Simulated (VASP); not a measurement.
# HfO2 (Fm-3m) in VASP: notebook

The runs below take HfO2 through single point, with PBE.

Everything below comes from runs of VASP 6.6.1. Logs are shortened: lines on timing, memory, paths and dates and some standing lists are left out, and cuts for length are marked.

## Step 1: The cell of the first run

Symmetry: Fm-3m, No. 225, cubic system. The conventional cell has a = 5.029 Å, b = 5.029 Å, c = 5.029 Å, α = 90.00°, β = 90.00°, γ = 90.00°. Hf (site symmetry m-3m) has 8 O at 2.18 Å within 2.9 Å. O (site symmetry -43m) has 4 Hf at 2.18 Å and 6 O at 2.51 Å within 2.9 Å.

## Step 2: Single point, PBE (volume scaled by 0.960)

INCAR reads:

```
PREC = Accurate
ENCUT = 520
EDIFF = 1E-7
ISMEAR = 0
SIGMA = 0.05
LREAL = F
LASPH = T
NELM = 100
ALGO = Normal
ISIF = 2
LWAVE = F
LCHARG = F
GGA = PE
NBANDS = 18
```

KPOINTS reads:

```
regular mesh
0
Gamma
  8 8 8
```

POSCAR reads:

```
HfO2
1.0
    0.0000000000      2.5143397800      2.5143397800
    2.5143397800      0.0000000000      2.5143397800
    2.5143397800      2.5143397800      0.0000000000
Hf O
1 2
Direct
    0.0000000000      0.0000000000      0.0000000000
    0.2500000000      0.2500000000      0.2500000000
    0.7500000000      0.7500000000      0.7500000000
```

Potentials or basis: VASP PAW PBE potentials, release 64 (Hf_pv, O).

The run is started by

```sh
> cat potpaw_PBE.64/Hf_pv/POTCAR potpaw_PBE.64/O/POTCAR > POTCAR
> mpirun -np 1 vasp_std > vasp.out
```

OUTCAR:

```text
PREC = Accurate
   ENCUT = 520
   EDIFF = 1E-7
   ISMEAR = 0
   LREAL = F
   LASPH = T
   NELM = 100
   ISIF = 2
   GGA = PE

 ion  position               nearest neighbor table
   1  0.000  0.000  0.000-   3 2.18   3 2.18   3 2.18   2 2.18   2 2.18   2 2.18   3 2.18   2 2.18

   2  0.250  0.250  0.250-   1 2.18   1 2.18   1 2.18   1 2.18
   3  0.750  0.750  0.750-   1 2.18   1 2.18   1 2.18   1 2.18

  LATTYP: Found a face centered cubic cell.
 ALAT       =     5.0286795600

  Lattice vectors:

 A1 = (   0.0000000000,   2.5143397800,   2.5143397800)
 A2 = (   2.5143397800,   0.0000000000,   2.5143397800)
 A3 = (   2.5143397800,   2.5143397800,   0.0000000000)

Analysis of symmetry for initial positions (statically):
=====================================================================
 Subroutine PRICEL returns:
 Original cell was already a primitive cell.

 Routine SETGRP: Setting up the symmetry group for a
 face centered cubic supercell.

 Subroutine GETGRP returns: Found 48 space group operations
 (whereof 48 operations were pure point group operations)
 out of a pool of 48 trial point group operations.

The static configuration has the point symmetry O_h .

Analysis of symmetry for dynamics (positions and initial velocities):
=====================================================================
 Subroutine PRICEL returns:
 Original cell was already a primitive cell.

 Routine SETGRP: Setting up the symmetry group for a
 face centered cubic supercell.

 Subroutine GETGRP returns: Found 48 space group operations
 (whereof 48 operations were pure point group operations)
 out of a pool of 48 trial point group operations.

The dynamic configuration has the point symmetry O_h .

 Subroutine INISYM returns: Found 48 space group operations
 (whereof 48 operations are pure point group operations),
 and found     1 'primitive' translations

----------------------------------------------------------------------------------------

                                     Primitive cell

  volume of cell :      31.7908

  direct lattice vectors                    reciprocal lattice vectors
     0.000000000  2.514339780  2.514339780    -0.198859360  0.198859360  0.198859360
     2.514339780  0.000000000  2.514339780     0.198859360 -0.198859360  0.198859360
     2.514339780  2.514339780  0.000000000     0.198859360  0.198859360 -0.198859360

  length of vectors
[... 83 lines left out ...]
   NELM   =    100;   NELMIN=  2; NELMDL= -5     # of ELM steps
   EDIFF  = 0.1E-06   stopping-criterion for ELM
   LREAL  =      F    real-space projection
   EDIFFG = 0.1E-05   stopping-criterion for IOM
   NSW    =      0    number of steps for IOM
   IBRION =     -1    ionic relax: 0-MD 1-quasi-New 2-CG
   NFREE  =      0    steps in history (QN), initial steepest desc. (CG)
   ISIF   =      2    stress and relaxation
   ISYM   =      2    0-nonsym 1-usesym 2-fastsym
   POTIM  = 0.5000    time-step for ionic-motion
   TEBEG  =    0.0;   TEEND  =   0.0 temperature during run
   PSTRESS=    0.0 pullay stress
   NELECT =      22.0000    total number of electrons
   NUPDOWN=      -1.0000    fix difference up-down
   EMIN   =  10.00;   EMAX   =-10.00  energy-range for DOS
   EFERMI =   0.00;   METHOD = LEGACY
   ISMEAR =     0;   SIGMA  =   0.05  broadening in eV -4-tet -1-fermi 0-gaus
   EFERMI_NEDOS =   21; number of points for ismear=-14 and -15
   IALGO  =     38    algorithm
   IMIX   =      4    mixing-type and parameters
     AMIX     =   0.40;   BMIX     =  1.00
     AMIX_MAG =   1.60;   BMIX_MAG =  1.00
  volume/ion in A,a.u.               =      10.60        71.51
  Fermi-wavevector in a.u.,A,eV,Ry     =   1.448044  2.736406 28.529124  2.096831
  Thomas-Fermi vector in A             =   2.565930
   LORBIT       =      0    0 simple, 1 ext, 2 COOP (PROOUT), +10 PAW based schemes
   GGA     = PE    functional components
   LHFCALC =     F    Hartree Fock is set to
   AEXX    =    0.0000 exact exchange contribution
   IVDW    =     0    specifies the selected vdW correction
   LEPSILON=     F    determine dielectric tensor
   LRPA    =     F    only Hartree local field effects (RPA)
 non-spin polarized calculation
 Gauss-broadening in eV      SIGMA  =   0.05
  energy-cutoff  :      520.00
  volume of cell :       31.79
 maximum number of plane-waves:       877
 NGX is ok and might be reduce to    28
   NGX = 13   NGY = 13   NGZ = 13

 number of electron      21.9999995 magnetization

 Free energy of the ion-electron system (eV)
  ---------------------------------------------------
  ext. energy  EPLUGINS =         0.00000000
  ---------------------------------------------------
  free energy    TOTEN  =       -30.22933383 eV

  energy without entropy =      -30.22933383  energy(sigma->0) =      -30.22933383

 E-fermi :   4.7949     XC(G=0): -11.9705

 val. band max:        4.4915283316   @ k =   0.5000   0.5000   0.0000
 cond. band min:       8.3595828737   @ k =   0.5000   0.5000   0.0000
 fundamental gap:      3.8680545420
 Fermi energy:         4.7948580928

 k-point     1 :       0.0000    0.0000    0.0000
  band No.  band energies     occupation
      1     -25.0824      2.00000
      2     -25.0824      2.00000
      3     -25.0824      2.00000
      4     -14.3954      2.00000
      5     -11.2383      2.00000
      6      -1.0036      2.00000
[... 481 lines left out ...]
      5     -12.1365      2.00000
      6      -0.4567      2.00000
[... 10 lines left out ...]
     17      15.6409      0.00000
     18      17.8827      0.00000

 [... further k-points ...]

------------------------ aborting loop because EDIFF is reached ----------------------------------------

  FORCE on cell =-STRESS in cart. coord.  units (eV):
  Direction    XX          YY          ZZ          XY          YZ          ZX
  --------------------------------------------------------------------------------------
  -------------------------------------------------------------------------------------
  Total        1.3741084      1.3741084      1.3741084      0.0000000      0.0000000     -0.0000000
  in kB       69.2515809     69.2515809     69.2515809      0.0000000      0.0000000     -0.0000000
  external PRESSURE =      69.2515809 kB  Pullay stress =       0.0000000 kB

 VOLUME and BASIS-vectors are now :
 -----------------------------------------------------------------------------
  energy-cutoff  :      520.00
  volume of cell :       31.79
      direct lattice vectors                 reciprocal lattice vectors
     0.000000000  2.514339780  2.514339780    -0.198859360  0.198859360  0.198859360
     2.514339780  0.000000000  2.514339780     0.198859360 -0.198859360  0.198859360
     2.514339780  2.514339780  0.000000000     0.198859360  0.198859360 -0.198859360

 POSITION                                       TOTAL-FORCE (eV/Angst)
 -----------------------------------------------------------------------------------
      0.00000      0.00000      0.00000         0.000000      0.000000      0.000000
      1.25717      1.25717      1.25717        -0.000000     -0.000000     -0.000000
      3.77151      3.77151      3.77151        -0.000000     -0.000000      0.000000
 -----------------------------------------------------------------------------------
    total drift:                                0.000000      0.000000      0.000000

  FREE ENERGIE OF THE ION-ELECTRON SYSTEM (eV)
  ---------------------------------------------------
  free  energy   TOTEN  =       -30.2293338304 eV

  energy  without entropy=      -30.2293338304  energy(sigma->0) =      -30.22933383
```

Wall time 18 s (1 thread of Intel Xeon 6975P-C, shared host); peak memory 0.16 GiB.

Results:

| Item | Value |
| --- | --- |
| Free energy | -30.2293 eV |
| Pressure | 6.9 GPa |
| Band gap on the k mesh | 3.87 eV, direct |

Caveat: the cell differs from its parent crystal (volume scaled by 0.960); spin-orbit coupling is left out, which moves the levels of the heavy elements. A k mesh can miss the band edges.

## Step 3: Single point, PBE

This run uses another cell than the first one, of 11.04 Å³/atom, 1.042 times its volume.

INCAR reads:

```
SYSTEM = HfO2
  PREC = Accurate
  ENCUT = 520
  EDIFF = 1E-6
  ISMEAR = 0
  SIGMA = 0.05
  LREAL = .False.
  LASPH = .True.
  NELM = 60
  ALGO = Normal
  ISIF = 2
  LWAVE = .False.
  LCHARG = .True.
  GGA = PE
  LELF = .True.
  LVHAR = .True.
  NBANDS = 18
```

KPOINTS reads:

```
Automatic mesh
0
Gamma
  8 8 8
  0 0 0
```

POSCAR reads:

```
HfO2
1.0
    0.0000000000      2.5487870712      2.5487870712
    2.5487870712      0.0000000000      2.5487870712
    2.5487870712      2.5487870712      0.0000000000
Hf O
1 2
Direct
    0.0000000000      0.0000000000      0.0000000000
    0.2500000000      0.2500000000      0.2500000000
    0.7500000000      0.7500000000      0.7500000000
```

Potentials or basis: VASP PAW PBE potentials, release 64 (Hf_pv, O).

The run is started by

```sh
> cat potpaw_PBE.64/Hf_pv/POTCAR potpaw_PBE.64/O/POTCAR > POTCAR
> mpirun -np 1 vasp_std > vasp.out
```

OUTCAR:

```text
SYSTEM = HfO2
   PREC = Accurate
   ENCUT = 520
   EDIFF = 1E-6
   ISMEAR = 0
   LREAL = .False.
   LASPH = .True.
   NELM = 60
   ISIF = 2
   GGA = PE

 ion  position               nearest neighbor table
   1  0.000  0.000  0.000-   2 2.21   3 2.21   3 2.21   3 2.21   3 2.21   2 2.21   2 2.21   2 2.21

   2  0.250  0.250  0.250-   1 2.21   1 2.21   1 2.21   1 2.21
   3  0.750  0.750  0.750-   1 2.21   1 2.21   1 2.21   1 2.21

  LATTYP: Found a face centered cubic cell.
 ALAT       =     5.0975741424

  Lattice vectors:

 A1 = (   0.0000000000,   2.5487870712,   2.5487870712)
 A2 = (   2.5487870712,   0.0000000000,   2.5487870712)
 A3 = (   2.5487870712,   2.5487870712,   0.0000000000)

Analysis of symmetry for initial positions (statically):
=====================================================================
 Subroutine PRICEL returns:
 Original cell was already a primitive cell.

 Routine SETGRP: Setting up the symmetry group for a
 face centered cubic supercell.

 Subroutine GETGRP returns: Found 48 space group operations
 (whereof 48 operations were pure point group operations)
 out of a pool of 48 trial point group operations.

The static configuration has the point symmetry O_h .

Analysis of symmetry for dynamics (positions and initial velocities):
=====================================================================
 Subroutine PRICEL returns:
 Original cell was already a primitive cell.

 Routine SETGRP: Setting up the symmetry group for a
 face centered cubic supercell.

 Subroutine GETGRP returns: Found 48 space group operations
 (whereof 48 operations were pure point group operations)
 out of a pool of 48 trial point group operations.

The dynamic configuration has the point symmetry O_h .

 Subroutine INISYM returns: Found 48 space group operations
 (whereof 48 operations are pure point group operations),
 and found     1 'primitive' translations

----------------------------------------------------------------------------------------
[... 115 lines left out ...]
     AMIX_MAG =   1.60;   BMIX_MAG =  1.00
  volume/ion in A,a.u.               =      11.04        74.49
  Fermi-wavevector in a.u.,A,eV,Ry     =   1.428473  2.699423 27.763183  2.040536
  Thomas-Fermi vector in A             =   2.548531
   LORBIT       =      0    0 simple, 1 ext, 2 COOP (PROOUT), +10 PAW based schemes
   GGA     = PE    functional components
   LHFCALC =     F    Hartree Fock is set to
   AEXX    =    0.0000 exact exchange contribution
   IVDW    =     0    specifies the selected vdW correction
   LEPSILON=     F    determine dielectric tensor
   LRPA    =     F    only Hartree local field effects (RPA)
 non-spin polarized calculation
 Gauss-broadening in eV      SIGMA  =   0.05
  energy-cutoff  :      520.00
  volume of cell :       33.12
 maximum number of plane-waves:       911
   NGX = 13   NGY = 13   NGZ = 13

 number of electron      21.9999992 magnetization

 Free energy of the ion-electron system (eV)
  ---------------------------------------------------
  ext. energy  EPLUGINS =         0.00000000
  ---------------------------------------------------
  free energy    TOTEN  =       -30.24337568 eV

  energy without entropy =      -30.24337568  energy(sigma->0) =      -30.24337568

 E-fermi :   4.3944     XC(G=0): -11.7518

 val. band max:        4.1406480587   @ k =   0.5000   0.5000   0.0000
 cond. band min:       7.8979991913   @ k =   0.5000   0.5000   0.0000
 fundamental gap:      3.7573511326
 Fermi energy:         4.3944480430

 k-point     1 :       0.0000    0.0000    0.0000
  band No.  band energies     occupation
      1     -25.6222      2.00000
      2     -25.6222      2.00000
      3     -25.6222      2.00000
      4     -14.4907      2.00000
      5     -11.5384      2.00000
      6      -1.1026      2.00000
[... 481 lines left out ...]
      5     -12.4219      2.00000
      6      -0.6063      2.00000
[... 10 lines left out ...]
     17      15.0270      0.00000
     18      16.9706      0.00000

 [... further k-points ...]

------------------------ aborting loop because EDIFF is reached ----------------------------------------

  FORCE on cell =-STRESS in cart. coord.  units (eV):
  Direction    XX          YY          ZZ          XY          YZ          ZX
  --------------------------------------------------------------------------------------
  -------------------------------------------------------------------------------------
  Total       -0.7484649     -0.7484649     -0.7484649      0.0000000      0.0000000     -0.0000000
  in kB      -36.2119025    -36.2119025    -36.2119025      0.0000000      0.0000000     -0.0000000
  external PRESSURE =     -36.2119025 kB  Pullay stress =       0.0000000 kB

 VOLUME and BASIS-vectors are now :
 -----------------------------------------------------------------------------
  energy-cutoff  :      520.00
  volume of cell :       33.12
      direct lattice vectors                 reciprocal lattice vectors
     0.000000000  2.548787071  2.548787071    -0.196171742  0.196171742  0.196171742
     2.548787071  0.000000000  2.548787071     0.196171742 -0.196171742  0.196171742
     2.548787071  2.548787071  0.000000000     0.196171742  0.196171742 -0.196171742

 POSITION                                       TOTAL-FORCE (eV/Angst)
 -----------------------------------------------------------------------------------
      0.00000      0.00000      0.00000         0.000000      0.000000      0.000000
      1.27439      1.27439      1.27439        -0.000000      0.000000      0.000000
      3.82318      3.82318      3.82318        -0.000000     -0.000000     -0.000000
 -----------------------------------------------------------------------------------
    total drift:                                0.000000      0.000000      0.000000

  FREE ENERGIE OF THE ION-ELECTRON SYSTEM (eV)
  ---------------------------------------------------
  free  energy   TOTEN  =       -30.2433756763 eV

  energy  without entropy=      -30.2433756763  energy(sigma->0) =      -30.24337568
```

OSZICAR:

```text
N       E                     dE             d eps       ncg     rms          rms(c)
DAV:   1     0.934090310095E+02    0.93409E+02   -0.12673E+04  1044   0.121E+03
DAV:   2    -0.318798825323E+02   -0.12529E+03   -0.12019E+03  1358   0.288E+02
DAV:   3    -0.360266817036E+02   -0.41468E+01   -0.41276E+01  1180   0.464E+01
DAV:   4    -0.360519798333E+02   -0.25298E-01   -0.25290E-01  1284   0.396E+00
DAV:   5    -0.360521370078E+02   -0.15717E-03   -0.15717E-03  1172   0.299E-01    0.463E+01
DAV:   6    -0.303842949987E+02    0.56678E+01   -0.20488E+01  1064   0.322E+01    0.406E+01
DAV:   7    -0.302838101293E+02    0.10048E+00   -0.67923E-01  1204   0.675E+00    0.287E+01
DAV:   8    -0.302679048894E+02    0.15905E-01   -0.32293E-01  1124   0.516E+00    0.994E+00
DAV:   9    -0.302430506884E+02    0.24854E-01   -0.73113E-02  1102   0.230E+00    0.268E+00
DAV:  10    -0.302433243333E+02   -0.27364E-03   -0.35019E-03  1170   0.447E-01    0.160E-01
DAV:  11    -0.302433609097E+02   -0.36576E-04   -0.18362E-04  1192   0.115E-01    0.217E-01
DAV:  12    -0.302433747295E+02   -0.13820E-04   -0.40176E-05  1154   0.423E-02    0.122E-02
DAV:  13    -0.302433756763E+02   -0.94684E-06   -0.14927E-06  1128   0.915E-03
   1 F= -.30243376E+02 E0= -.30243376E+02  d E =-.106737E-14
```

stdout:

```text
POSCAR found type information on POSCAR HfO
 POSCAR found :  2 types and       3 ions
 scaLAPACK will be used
 LDA part: xc-table for (Slater+PW92), standard interpolation
 POSCAR, INCAR and KPOINTS ok, starting setup
 FFT: planning ... GRIDC
 FFT: planning ... GRID_SOFT
 FFT: planning ... GRID
 WAVECAR not read
 entering main loop
```

It took 20 s on 1 thread of Intel Xeon 6975P-C, shared host; peak memory 0.16 GiB.

What came out:

| Item | Value |
| --- | --- |
| Free energy | -30.2434 eV |
| Pressure | -3.6 GPa |
| Band gap on the k mesh | 3.76 eV, direct |

Levels at points of the mesh, in eV from the valence-band top:
```tsv
k point	band 9	band 10	band 11	band 12	band 13	band 14
(0.00, 0.00, 0.00)	-0.60	-0.60	-0.60	3.84	3.84	5.71
(0.50, 0.00, 0.00)	-2.69	-1.81	-1.81	4.55	4.55	6.83
(0.50, 0.50, 0.00)	-1.50	-1.50	0.00	3.76	5.42	6.49
```

Caveat: spin-orbit coupling is left out, which moves the levels of the heavy elements.

## Step 4: Single point, PBE (volume scaled by 1.040)

INCAR reads:

```
SYSTEM = HfO2
ALGO = Normal
EDIFF = 1E-6
ENCUT = 520
GGA = PE
ISIF = 2
ISMEAR = 0
LASPH = .True.
LCHARG = .False.
LREAL = .False.
LWAVE = .False.
NBANDS = 18
NELM = 60
PREC = Accurate
SIGMA = 0.05
```

KPOINTS reads:

```
k-points
0
Gamma
  8 8 8
  0 0 0
```

POSCAR reads:

```
HfO2
1.0
    0.0000000000      2.5823275895      2.5823275895
    2.5823275895      0.0000000000      2.5823275895
    2.5823275895      2.5823275895      0.0000000000
Hf O
1 2
Direct
    0.0000000000      0.0000000000      0.0000000000
    0.2500000000      0.2500000000      0.2500000000
    0.7500000000      0.7500000000      0.7500000000
```

The run is started by

```sh
> cat potpaw_PBE.64/Hf_pv/POTCAR potpaw_PBE.64/O/POTCAR > POTCAR
> mpirun -np 1 vasp_std > vasp.out
```

Wall time 16 s (1 thread of Intel Xeon 6975P-C, shared host); peak memory 0.17 GiB.

Results (log left out):

| Property | Result |
| --- | --- |
| Free energy | -30.1787 eV |
| Pressure | -12.2 GPa |
| Band gap on the k mesh | 3.65 eV, direct |

Levels at points of the mesh, in eV from the valence-band top:
| k point | band 9 | band 10 | band 11 | band 12 | band 13 | band 14 |
| --- | --- | --- | --- | --- | --- | --- |
| (0.00, 0.00, 0.00) | -0.58 | -0.58 | -0.58 | 3.74 | 3.74 | 5.39 |
| (0.50, 0.00, 0.00) | -2.60 | -1.76 | -1.76 | 4.40 | 4.40 | 6.47 |
| (0.50, 0.50, 0.00) | -1.44 | -1.44 | 0.00 | 3.65 | 5.21 | 6.14 |

Caveat: the cell differs from its parent crystal (volume scaled by 1.040); spin-orbit coupling is left out, which moves the levels of the heavy elements. A k mesh can miss the band edges.

## Step 5: The runs side by side

| cell | gap on the mesh (eV) | pressure (GPa) |
| --- | --- | --- |
| a = 3.556 Å, angles 60.0°, 3 atoms | 3.87 | 6.9 |
| a = 3.605 Å, angles 60.0°, 3 atoms | 3.76 | -3.6 |
| a = 3.652 Å, angles 60.0°, 3 atoms | 3.65 | -12.2 |

Alike in all rows: task single point; level PBE; potentials or basis VASP PAW PBE potentials, release 64 (Hf_pv, O); no spin polarisation; k mesh 8 × 8 × 8; cutoff (eV) 520; smearing gaussian 0.05 eV.

Caveats: spin-orbit coupling is left out, which moves the levels of the heavy elements.

Total energies depend on the potentials used, so only differences within one code and one set of settings carry meaning.
